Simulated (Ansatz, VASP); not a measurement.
# One calculation of HgTe, two programs

INCAR

```
ALGO     = Normal         # electronic algorithm
EDIFF    = 1E-6           # SCF threshold, eV
ENCUT    = 520            # plane-wave cutoff, eV
GGA      = PE             # functional
ISIF     = 2              # what is computed and relaxed
ISMEAR   = -1             # smearing method
LASPH    = T              # aspherical terms in the spheres
LCHARG   = F              # write CHGCAR
LREAL    = F              # projectors in reciprocal space
LWAVE    = F              # write WAVECAR
NBANDS   = 26             # bands
NELM     = 60             # most SCF steps
PREC     = Accurate       # precision mode
SIGMA    = 0.02           # smearing width, eV
```

File KPOINTS:

```
k-points
0
Gamma
  6 6 4
```

File POSCAR:

```
HgTe
1.0
    4.7453072618      0.0000000000      0.0000000000
   -2.3726536309      4.1095566375      0.0000000000
    0.0000000000      0.0000000000      7.7874170521
Hg Te
2 2
Direct
    0.3333333333      0.6666666667      0.0003155690
    0.6666666667      0.3333333333      0.5003155690
    0.3333333333      0.6666666667      0.3746844310
    0.6666666667      0.3333333333      0.8746844310
```

Input for Ansatz:

```yaml
crystal:
  lattice:
    - [4.7453072618, 0.0, 0.0]
    - [-2.3726536309, 4.1095566375, 0.0]
    - [0.0, 0.0, 7.7874170521]
  atoms:
    - { symbol: Hg, position: [0.3333333333, 0.6666666667, 0.000315569] }
    - { symbol: Hg, position: [0.6666666667, 0.3333333333, 0.500315569] }
    - { symbol: Te, position: [0.3333333333, 0.6666666667, 0.374684431] }
    - { symbol: Te, position: [0.6666666667, 0.3333333333, 0.874684431] }
kpoints:
  mp_grid: { grid: [6, 6, 4] }
hamiltonian:
  xc: pbe
scf:
  occupations: { method: fermi_dirac, width: 0.02 }
  n_extra_bands: 5
output:
  forces: true
  stress: true
  eigenvalues: true
```

Alike in both runs: task single point; functional PBE; k mesh 6 × 6 × 4; occupations fermi-dirac, width 0.02 eV; no spin polarisation.

```csv
,VASP,Ansatz
version,VASP 6.6.1,Ansatz 0.2.0
potentials or method,"VASP PAW PBE potentials, release 64 (Hg, Te)","plane waves, PAW"
plane-wave cutoff (eV),520,420
valence electrons in the cell,36,72
```

```tsv
	VASP	Ansatz	Ansatz less VASP
pressure (GPa)	-0.9	-0.9	-0.04
```

VASP's potentials hold 36 valence electrons a cell and Ansatz's 72, so a difference there can come from the potentials and not from the codes.

Neither program's run includes spin-orbit coupling.
